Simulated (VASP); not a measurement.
**W2Cl: single point with PBE**

Crystal: W2Cl.

```
W Cl
1.0
     0.00000    3.88045    3.88045
     3.88045    0.00000    3.88045
     3.88045    3.88045    0.00000
W Cl
4 2
Cartesian
  4.8506 4.8506 4.8506
  4.8506 2.9103 2.9103
  2.9103 2.9103 4.8506
  2.9103 4.8506 2.9103
  0.0000 0.0000 0.0000
  1.9402 1.9402 1.9402
```

| Item | Value |
| --- | --- |
| Program | VASP 6.6.1 |
| Task | single point |
| Functional | PBE |
| Potentials or basis | VASP PAW PBE potentials, release 64 (W_sv, Cl) |
| Cutoff | 520 eV |
| k mesh | 4 × 4 × 4 |
| Occupations | gaussian, width 0.1 eV |
| Spin | collinear spin, zero start |
| Starting moments | [0.0, 0.0, 0.0, 0.0, 0.0, 0.0] μB |
| Dipole correction | no |
| Further INCAR settings | ALGO = Normal; EDIFF = 1e-07; NBANDS = 48 |

```json
{
  "Pressure": "-4.8 GPa",
  "Band gap on the k mesh": "zero (filled and empty bands overlap)",
  "Net moment": "0.00 μB per cell",
  "Valence electrons inside the program's atomic spheres": "W 11.95; Cl 4.96"
}
```

Levels at points of the mesh, in eV from the Fermi level:
Spin up:
| k point | band 33 | band 34 | band 35 | band 36 | band 37 | band 38 |
| --- | --- | --- | --- | --- | --- | --- |
| (0.00, 0.00, 0.00) | 0.07 | 0.07 | 2.01 | 2.01 | 2.01 | 2.08 |
| (0.50, 0.00, 0.00) | -0.71 | -0.71 | -0.22 | -0.04 | -0.04 | 0.51 |
| (0.50, 0.50, 0.00) | -0.39 | -0.39 | -0.29 | -0.29 | 0.17 | 0.17 |
Spin down:
```csv
k point,band 33,band 34,band 35,band 36,band 37,band 38
"(0.00, 0.00, 0.00)",0.07,0.07,2.01,2.01,2.01,2.08
"(0.50, 0.00, 0.00)",-0.71,-0.71,-0.22,-0.04,-0.04,0.51
"(0.50, 0.50, 0.00)",-0.39,-0.39,-0.29,-0.29,0.17,0.17
```

It took 51 s on 1 thread of Intel(R) Xeon(R) 6975P-C (Granite Rapids), on a shared host, peak memory 0.33 GiB.

Caveat: the cell stands under tension; spin-orbit coupling is left out, which moves the levels of the heavy elements.
